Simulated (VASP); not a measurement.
# Sn5H (R-3m) in VASP: notebook

Sn5H is run at these levels: PBE; tasks: single point, relaxation of cell and atoms.

Program: VASP 6.6.1. These are calculated values, not measurements. Logs are shortened: lines on timing, memory, paths and dates and some standing lists are left out, and cuts for length are marked.

## Step 1: The cell of the first run

Symmetry: R-3m, No. 166, trigonal system. The conventional cell has a = 5.541 Å, b = 5.541 Å, c = 16.516 Å, α = 90.00°, β = 90.00°, γ = 120.00°. Sn (site symmetry -3m) has 8 Sn at 2.99 to 3.29 Å within 3.9 Å. Within 4.1 Å of Sn (site symmetry 3m) lie 14 Sn at 2.99 to 4.07 Å and 3 H at 3.21 Å. Within 2.7 Å of Sn (site symmetry 3m) lie 1 H at 2.00 Å. Within 2.7 Å of H (site symmetry -3m) lie 2 Sn at 2.00 Å.

The cell was built from a structure type or drawn by symmetry, and may not be a known phase.

## Step 2: Single point, PBE

File INCAR:

```
ALGO     = Normal         # electronic algorithm
EDIFF    = 1E-6           # SCF threshold, eV
ENCUT    = 520            # plane-wave cutoff, eV
GGA      = PE             # functional
ISIF     = 2              # what is computed and relaxed
ISMEAR   = 0              # smearing method
LASPH    = T              # aspherical terms in the spheres
LCHARG   = F              # write CHGCAR
LREAL    = F              # projectors in reciprocal space
LWAVE    = F              # write WAVECAR
NBANDS   = 44             # bands
NELM     = 60             # most SCF steps
PREC     = Accurate       # precision mode
SIGMA    = 0.2            # smearing width, eV
```

File KPOINTS:

```
k-points
0
Gamma
  3 3 3
```

File POSCAR:

```
Sn5H
1.0
    2.7703450094      1.5994594352      5.5052067795
   -2.7703450094      1.5994594352      5.5052067795
    0.0000000000     -3.1989188755      5.5052067781
Sn H
5 1
Direct
    0.0000000000      0.0000000000      0.0000000000
    0.8190103424      0.8190103424      0.8190103424
    0.1809896576      0.1809896576      0.1809896576
    0.6211331766      0.6211331766      0.6211331766
    0.3788668234      0.3788668234      0.3788668234
    0.5000000000      0.5000000000      0.5000000000
```

Potentials or basis: VASP PAW PBE potentials, release 64 (Sn_d, H).

On the command line:

```bash
$ cat potpaw_PBE.64/Sn_d/POTCAR potpaw_PBE.64/H/POTCAR > POTCAR
$ mpirun -np 1 vasp_std > vasp.out
```

OUTCAR:

```text
EDIFF = 1E-6
   ENCUT = 520
   GGA = PE
   ISIF = 2
   ISMEAR = 0
   LASPH = T
   LREAL = F
   NELM = 60
   PREC = Accurate

 ion  position               nearest neighbor table
   1  0.000  0.000  0.000-   2 2.99   3 2.99   4 3.29   5 3.29   4 3.29   4 3.29   5 3.29   5 3.29

   2  0.819  0.819  0.819-   1 2.99   3 3.23   3 3.23   3 3.23   4 3.27   5 3.65   5 3.65   5 3.65

   3  0.181  0.181  0.181-   1 2.99   2 3.23   2 3.23   2 3.23   5 3.27   4 3.65   4 3.65   4 3.65

   4  0.621  0.621  0.621-   6 2.00   2 3.27   1 3.29   1 3.29   1 3.29   5 3.53   5 3.53   5 3.53
                             3 3.65   3 3.65   3 3.65
   5  0.379  0.379  0.379-   6 2.00   3 3.27   1 3.29   1 3.29   1 3.29   4 3.53   4 3.53   4 3.53
                             2 3.65   2 3.65   2 3.65
   6  0.500  0.500  0.500-   4 2.00   5 2.00

  LATTYP: Found a trigonal (rhomboedric) cell.
 ALAT       =     6.3671330786
 COS(alpha) =     0.6213745021

  Lattice vectors:

 A1 = (   2.7703450094,   1.5994594352,   5.5052067795)
 A2 = (  -2.7703450094,   1.5994594352,   5.5052067795)
 A3 = (   0.0000000000,  -3.1989188755,   5.5052067781)

Analysis of symmetry for initial positions (statically):
=====================================================================
 Subroutine PRICEL returns:
 Original cell was already a primitive cell.

 Routine SETGRP: Setting up the symmetry group for a
 trigonal (rhombohedral) supercell.

 Subroutine GETGRP returns: Found 12 space group operations
 (whereof 12 operations were pure point group operations)
 out of a pool of 12 trial point group operations.

The static configuration has the point symmetry D_3d.

Analysis of symmetry for dynamics (positions and initial velocities):
=====================================================================
 Subroutine PRICEL returns:
 Original cell was already a primitive cell.

 Routine SETGRP: Setting up the symmetry group for a
 trigonal (rhombohedral) supercell.

 Subroutine GETGRP returns: Found 12 space group operations
 (whereof 12 operations were pure point group operations)
 out of a pool of 12 trial point group operations.

The dynamic configuration has the point symmetry D_3d.

 Subroutine INISYM returns: Found 12 space group operations
 (whereof 12 operations are pure point group operations),
 and found     1 'primitive' translations

----------------------------------------------------------------------------------------

                                     Primitive cell

  volume of cell :     146.3632

  direct lattice vectors                    reciprocal lattice vectors
     2.770345009  1.599459435  5.505206779     0.180482936  0.104201871  0.060548740
    -2.770345009  1.599459435  5.505206779    -0.180482936  0.104201871  0.060548740
     0.000000000 -3.198918875  5.505206778     0.000000000 -0.208403743  0.060548740

  length of vectors
     6.367133079  6.367133079  6.367133079     0.217021358  0.217021358  0.217021358

  position of ions in fractional coordinates (direct lattice)
     0.000000000  0.000000000  0.000000000
     0.819010342  0.819010342  0.819010342
     0.180989658  0.180989658  0.180989658
     0.621133177  0.621133177  0.621133177
     0.378866823  0.378866823  0.378866823
     0.500000000  0.500000000  0.500000000

  ion indices of the primitive-cell ions
   primitive index   ion index
                 1           1
                 2           2
                 3           3
                 4           4
                 5           5
                 6           6

----------------------------------------------------------------------------------------

 KPOINTS: k-points

Automatic generation of k-mesh.
 Grid dimensions read from file:
 generate k-points for:    3    3    3

 Generating k-lattice:

  Cartesian coordinates                     Fractional coordinates (reciprocal lattice)
     0.060160979  0.034733957  0.020182913     0.333333333 -0.000000000 -0.000000000
    -0.060160979  0.034733957  0.020182913    -0.000000000  0.333333333 -0.000000000
[... 49 lines left out ...]

 E-fermi :   7.3978     XC(G=0): -10.0978

 val. band max:        7.2680825674   @ k =   0.3333   0.3333   0.3333
 cond. band min:       7.5186976434   @ k =   0.3333  -0.0000  -0.0000
 fundamental gap:      0.2506150760
 Fermi energy:         7.3978146309

 k-point     1 :       0.0000    0.0000    0.0000
  band No.  band energies     occupation
      1     -14.2987      2.00000
      2     -14.2767      2.00000
      3     -14.2767      2.00000
      4     -14.2639      2.00000
      5     -14.2639      2.00000
      6     -14.2553      2.00000
[... 36 lines left out ...]
     43      13.8110      0.00000
     44      13.8110      0.00000

 k-point     2 :       0.3333   -0.0000   -0.0000
  band No.  band energies     occupation
      1     -14.2998      2.00000
      2     -14.2844      2.00000
      3     -14.2802      2.00000
      4     -14.2737      2.00000
      5     -14.2731      2.00000
      6     -14.2512      2.00000
[... 36 lines left out ...]
     43      11.7918      0.00000
     44      11.8532      0.00000

 k-point     3 :       0.3333    0.3333   -0.0000
  band No.  band energies     occupation
      1     -14.3024      2.00000
      2     -14.2863      2.00000
      3     -14.2788      2.00000
      4     -14.2752      2.00000
      5     -14.2618      2.00000
      6     -14.2519      2.00000
[... 36 lines left out ...]
     43      11.4566      0.00000
     44      11.9581      0.00000

 k-point     4 :      -0.3333    0.3333    0.0000
  band No.  band energies     occupation
      1     -14.3068      2.00000
      2     -14.2849      2.00000
      3     -14.2836      2.00000
      4     -14.2717      2.00000
      5     -14.2590      2.00000
      6     -14.2581      2.00000
[... 36 lines left out ...]
     43      12.2150      0.00000
     44      12.5689      0.00000

 k-point     5 :       0.3333    0.3333    0.3333
  band No.  band energies     occupation
      1     -14.2971      2.00000
      2     -14.2837      2.00000
      3     -14.2837      2.00000
      4     -14.2608      2.00000
      5     -14.2608      2.00000
      6     -14.2544      2.00000
[... 36 lines left out ...]
     43      11.5056      0.00000
     44      11.6994      0.00000

 k-point     6 :      -0.3333    0.3333    0.3333
  band No.  band energies     occupation
      1     -14.3026      2.00000
      2     -14.2888      2.00000
      3     -14.2782      2.00000
      4     -14.2766      2.00000
      5     -14.2571      2.00000
      6     -14.2535      2.00000
[... 36 lines left out ...]
     43      10.9849      0.00000
     44      11.4179      0.00000

------------------------ aborting loop because EDIFF is reached ----------------------------------------

  FORCE on cell =-STRESS in cart. coord.  units (eV):
  Direction    XX          YY          ZZ          XY          YZ          ZX
  --------------------------------------------------------------------------------------
  -------------------------------------------------------------------------------------
  Total       -0.1275312     -0.1275312      0.6519362      0.0000000     -0.0000000      0.0000000
  in kB       -1.3960312     -1.3960312      7.1364742      0.0000000     -0.0000000      0.0000000
  external PRESSURE =       1.4481373 kB  Pullay stress =       0.0000000 kB

 VOLUME and BASIS-vectors are now :
 -----------------------------------------------------------------------------
  energy-cutoff  :      520.00
  volume of cell :      146.36
      direct lattice vectors                 reciprocal lattice vectors
     2.770345009  1.599459435  5.505206779     0.180482936  0.104201871  0.060548740
    -2.770345009  1.599459435  5.505206779    -0.180482936  0.104201871  0.060548740
     0.000000000 -3.198918875  5.505206778     0.000000000 -0.208403743  0.060548740

 POSITION                                       TOTAL-FORCE (eV/Angst)
 -----------------------------------------------------------------------------------
      0.00000      0.00000      0.00000        -0.000000      0.000000      0.000000
      0.00000     -0.00000     13.52646        -0.000000     -0.000000      0.071996
      0.00000     -0.00000      2.98916        -0.000000      0.000000     -0.071996
      0.00000     -0.00000     10.25840        -0.000000      0.000000     -0.020949
      0.00000     -0.00000      6.25722        -0.000000     -0.000000      0.020949
      0.00000     -0.00000      8.25781         0.000000     -0.000000      0.000000
 -----------------------------------------------------------------------------------
    total drift:                                0.000000      0.000000      0.000000

  FREE ENERGIE OF THE ION-ELECTRON SYSTEM (eV)
  ---------------------------------------------------
  free  energy   TOTEN  =       -21.3480845071 eV

  energy  without entropy=      -21.2951987774  energy(sigma->0) =      -21.32164164
```

Wall time 51 s (1 thread of Intel Xeon Platinum 8488C (Sapphire Rapids), shared host); peak memory 0.31 GiB.

What came out:

```
Free energy            : -21.3481 eV
Pressure               : 0.1 GPa
Largest force          : 0.072 eV/Å
Band gap on the k mesh : zero (an odd number of electrons rules out a gap without spin polarisation)
```

Forces on the atoms (eV/Å):
```
Sn   0.000  0.000  0.000
Sn   0.000  0.000  0.072
Sn   0.000  0.000 -0.072
Sn   0.000  0.000 -0.021
Sn   0.000  0.000  0.021
H    0.000  0.000  0.000
```

Caveat: the k points lie up to 0.45 Å⁻¹ apart, too coarse for converged energies and pressures of a metal; spin-orbit coupling is left out, which moves the levels of the heavy elements.

## Step 3: Single point, PBE

This run uses another cell than the first one, of 23.88 Å³/atom.

File INCAR:

```
SYSTEM = Sn5H
PREC = Accurate
ENCUT = 520
EDIFF = 1E-6
ISMEAR = 0
SIGMA = 0.2
LREAL = .False.
LASPH = .True.
NELM = 60
ALGO = Normal
ISIF = 2
LWAVE = .False.
LCHARG = .True.
GGA = PE
LELF = .True.
LVHAR = .True.
NBANDS = 44
```

File KPOINTS:

```
Automatic mesh
0
Gamma
  5 5 5
  0 0 0
```

File POSCAR:

```
Sn5H
1.0
    1.7392548653      1.0041592647     13.6754416302
   -1.7392548653      1.0041592647     13.6754416302
    0.0000000000     -2.0083185294     13.6754416302
Sn H
5 1
Direct
    0.0000000000      0.0000000000      0.0000000000
    0.6024880546      0.6024880546      0.6024880546
    0.2009562694      0.2009562694      0.2009562694
    0.7990437306      0.7990437306      0.7990437306
    0.3975119454      0.3975119454      0.3975119454
    0.5000000000      0.5000000000      0.5000000000
```

Potentials or basis: VASP PAW PBE potentials, release 64 (Sn_d, H).

On the command line:

```bash
$ cat potpaw_PBE.64/Sn_d/POTCAR potpaw_PBE.64/H/POTCAR > POTCAR
$ mpirun -np 1 vasp_std > vasp.out
```

Wall time 45 min (1 thread of Intel Xeon Platinum 8488C (Sapphire Rapids), shared host); peak memory 1.9 GiB.

It converged, with:

```
Free energy            : -21.3112 eV
Pressure               : -0.1 GPa
Largest force          : 0.016 eV/Å
Band gap on the k mesh : zero (an odd number of electrons rules out a gap without spin polarisation)
```

Forces on the atoms (eV/Å):
```
Sn   0.000  0.000  0.000
Sn   0.000  0.000 -0.016
Sn   0.000  0.000 -0.001
Sn   0.000  0.000  0.001
Sn   0.000  0.000  0.016
H    0.000  0.000  0.000
```

Stress tensor (GPa, compression positive):
```
-0.10  0.00  0.00
 0.00 -0.10  0.00
 0.00  0.00 -0.22
```

Levels at points of the mesh, in eV from the Fermi level:
```csv
k point,band 32,band 33,band 34,band 35,band 36,band 37,band 38,band 39,band 40,band 41
"(0.00, 0.00, 0.00)",-2.82,1.83,2.83,4.39,5.11,5.11,5.15,5.15,5.90,5.90
```

Caveat: the k points lie up to 0.42 Å⁻¹ apart, too coarse for converged energies and pressures of a metal; spin-orbit coupling is left out, which moves the levels of the heavy elements.

## Step 4: Single point, PBE

This run uses another cell than the first one, of 24.07 Å³/atom.

File INCAR:

```
PREC = Accurate
ENCUT = 520
EDIFF = 1E-6
ISMEAR = 0
SIGMA = 0.1
LREAL = False
LASPH = True
NELM = 100
ALGO = Normal
ISIF = 2
LWAVE = False
LCHARG = False
GGA = PE
NBANDS = 44
```

File KPOINTS:

```
Automatic mesh
0
Gamma
  6 6 6
```

File POSCAR:

```
Sn5H
1.0
    2.7246283238      1.5730648962      5.6160969215
   -2.7246283238      1.5730648962      5.6160969215
    0.0000000000     -3.1461297924      5.6160969215
Sn H
5 1
Direct
    0.0000000000      0.0000000000      0.0000000000
    0.8168025454      0.8168025454      0.8168025454
    0.1831974546      0.1831974546      0.1831974546
    0.6177370134      0.6177370134      0.6177370134
    0.3822629866      0.3822629866      0.3822629866
    0.5000000000      0.5000000000      0.5000000000
```

On the command line:

```bash
$ cat potpaw_PBE.64/Sn_d/POTCAR potpaw_PBE.64/H/POTCAR > POTCAR
$ mpirun -np 1 vasp_std > vasp.out
```

Run time: 3.2 min. Hardware: 1 thread of Intel Xeon Platinum 8488C (Sapphire Rapids), shared host; peak memory 0.39 GiB.

Results (log left out):

```
Free energy            : -21.4582 eV
Pressure               : -0.1 GPa
Largest force          : 0.009 eV/Å
Band gap on the k mesh : zero (an odd number of electrons rules out a gap without spin polarisation)
```

Forces in eV/Å, atoms in the order of the input:
```
Sn   0.000  0.000  0.000
Sn   0.000  0.000 -0.009
Sn   0.000  0.000  0.009
Sn   0.000  0.000  0.009
Sn   0.000  0.000 -0.009
H    0.000  0.000  0.000
```

Levels at points of the mesh, in eV from the Fermi level:
| k point | band 31 | band 32 | band 33 | band 34 | band 35 | band 36 | band 37 | band 38 | band 39 | band 40 |
| --- | --- | --- | --- | --- | --- | --- | --- | --- | --- | --- |
| (0.00, 0.00, 0.00) | -3.30 | -2.81 | -1.85 | -1.85 | -1.80 | -1.80 | -0.48 | -0.48 | 0.73 | 0.73 |
| (0.50, 0.00, 0.00) | -5.01 | -3.07 | -2.62 | -2.05 | -1.37 | 0.80 | 1.58 | 2.72 | 2.74 | 2.98 |
| (0.50, 0.50, 0.00) | -4.13 | -2.28 | -0.79 | -0.19 | -0.09 | 0.17 | 1.33 | 1.51 | 2.28 | 2.66 |
| (0.50, 0.50, 0.50) | -2.30 | -2.30 | -2.14 | -1.90 | -1.90 | -0.31 | -0.31 | 0.80 | 0.98 | 1.64 |

Caveat: spin-orbit coupling is left out, which moves the levels of the heavy elements.

## Step 5: Relaxation of cell and atoms, PBE

This run uses another cell than the first one, of 29.52 Å³/atom.

File INCAR:

```
SYSTEM = Sn5H
ALGO = Normal
EDIFF = 1E-6
EDIFFG = -0.08
ENCUT = 600
GGA = PE
IBRION = 2
ISIF = 3
ISMEAR = 0
LASPH = .TRUE.
LCHARG = .FALSE.
LREAL = .FALSE.
LWAVE = .FALSE.
NELM = 60
NSW = 36
PREC = Accurate
SIGMA = 0.2
```

File KPOINTS:

```
k-points
0
G
  3 3 3
  0 0 0
```

File POSCAR:

```
Sn5H
1.0
    3.0421989500      1.7564143800      5.5238379700
   -3.0421989500      1.7564143800      5.5238379700
    0.0000000000     -3.5128287700      5.5238379700
Sn H
5 1
Direct
    0.0000000000      0.0000000000      0.0000000000
    0.8651483700      0.8651483700      0.8651483700
    0.1348516300      0.1348516300      0.1348516300
    0.7055485000      0.7055485000      0.7055485000
    0.2944515000      0.2944515000      0.2944515000
    0.5000000000      0.5000000000      0.5000000000
```

On the command line:

```bash
$ cat potpaw_PBE.64/Sn_d/POTCAR potpaw_PBE.64/H/POTCAR > POTCAR
$ mpirun -np 1 vasp_std > vasp.out
```

Wall time 28 min (1 thread of Intel Xeon Platinum 8488C (Sapphire Rapids), shared host); peak memory 0.43 GiB.

Results (log left out):

| Quantity | Value |
| --- | --- |
| Free energy | -21.0124 eV |
| Relaxed volume | 26.96 Å³/atom |
| Relaxed cell | a = 8.018 Å, b = 8.018 Å, c = 8.018 Å, α = 36.31°, β = 36.31°, γ = 36.31° |
| Space group after relaxing (to 0.1 Å) | R-3m (No. 166) |
| Energy gained by relaxing | 1142.6 meV/atom |
| Ionic steps | 26 |
| Pressure after relaxing | -0.1 GPa |
| Largest force after relaxing | 0.063 eV/Å |
| Band gap on the k mesh | zero (an odd number of electrons rules out a gap without spin polarisation) |

Forces on the atoms (eV/Å):
```
Sn   0.000  0.000  0.000
Sn   0.000  0.000  0.041
Sn   0.000  0.000 -0.041
Sn   0.000  0.000 -0.063
Sn   0.000  0.000  0.063
H    0.000  0.000  0.000
```

Stress tensor (GPa, compression positive):
```
 0.05  0.00  0.00
 0.00  0.05  0.00
 0.00  0.00 -0.25
```

The path:
```tsv
step	energy change (eV)	largest force (eV/Å)	pressure (GPa)	volume (Å³)
1	0.0000	7.7188	11.38	177.10
2	-4.7823	0.1770	-6.60	225.09
3	-5.0170	0.4825	-4.59	204.57
4	-5.0274	0.2503	-5.40	209.94
5	-5.0356	0.3717	-4.99	207.03
6	-6.0133	0.1732	-3.23	181.22
7	-6.5145	0.3624	1.08	158.04
8	-6.5162	0.4417	1.83	155.66
9	-6.5173	0.4063	1.53	156.62
10	-6.6631	0.7855	1.61	156.98
11	-6.6702	0.8456	1.79	157.01
12	-6.7736	0.5013	-0.53	165.10
13	-6.7772	0.4384	-0.92	166.83
14	-6.8177	0.2457	-0.41	164.73
15	-6.8317	0.1082	0.20	162.72
16	-6.8376	0.0969	0.05	163.30
17	-6.8388	0.0890	-0.03	163.67
18	-6.8412	0.0979	-0.09	163.69
19	-6.8442	0.1151	-0.18	163.72
20	-6.8441	0.1689	-0.34	163.80
21	-6.8451	0.1332	-0.26	163.76
22	-6.8463	0.1305	-0.23	163.52
23	-6.8492	0.1254	-0.09	162.81
24	-6.8517	0.1182	0.19	161.39
25	-6.8537	0.0957	0.09	161.54
26	-6.8557	0.0635	-0.05	161.78
```

Final structure:
```xyz
6
Lattice="2.4985 1.4425 7.4812 -2.4985 1.4425 7.4812 0.0000 -2.8850 7.4812" Properties=species:S:1:pos:R:3 pbc="T T T"
Sn    0.0000    0.0000    0.0000
Sn    0.0000    0.0000   19.0698
Sn    0.0000    0.0000    3.3738
Sn    0.0000    0.0000   15.9692
Sn    0.0000    0.0000    6.4743
H     0.0000    0.0000   11.2218
```

Levels at points of the mesh, in eV from the Fermi level:
```
           k point  band 33  band 34  band 35  band 36  band 37  band 38  band 39  band 40
(0.00, 0.00, 0.00)    -1.35    -1.35    -0.83    -0.64     0.19     0.19     1.37     2.01
```

Caveat: the k points lie up to 0.49 Å⁻¹ apart in the final cell, too coarse for converged energies and pressures of a metal; a cell axis changed by over 15 % at a fixed basis, so the end point is rough; spin-orbit coupling is left out, which moves the levels of the heavy elements; the relaxation stopped at a loose force limit of 0.08 eV/Å, so its end isn't a converged minimum.

## Step 6: The runs side by side

```tsv
task	cell	k mesh	cutoff (eV)	smearing	gap on the mesh (eV)	pressure (GPa)	largest force (eV/Å)
single point	a = 6.367 Å, angles 51.6°, 6 atoms, atomic positions A	3 × 3 × 3	520	gaussian 0.2 eV	none	0.1	0.07
single point	a = 13.822 Å, angles 14.5°, 6 atoms, atomic positions B	5 × 5 × 5	520	gaussian 0.2 eV	none	-0.1	0.02
single point	a = 6.437 Å, angles 50.1°, 6 atoms, atomic positions C	6 × 6 × 6	520	gaussian 0.1 eV	none	-0.1	0.01
relaxation of cell and atoms	relaxed from a = 6.546 Å, angles 55.4°, 6 atoms, atomic positions D	3 × 3 × 3	600	gaussian 0.2 eV	none	-0.1	0.06
```

Alike in all rows: level PBE; potentials or basis VASP PAW PBE potentials, release 64 (Sn_d, H); no spin polarisation.

Caveats: some runs use coarse meshes; spin-orbit coupling is left out, which moves the levels of the heavy elements; a cell axis changed by over 15 % at a fixed basis, so the end point is rough (at least some runs); the relaxation stopped at a loose force limit of 0.08 eV/Å, so its end isn't a converged minimum (at least some runs).

Total energies depend on the potentials used, so only differences within one code and one set of settings carry meaning.
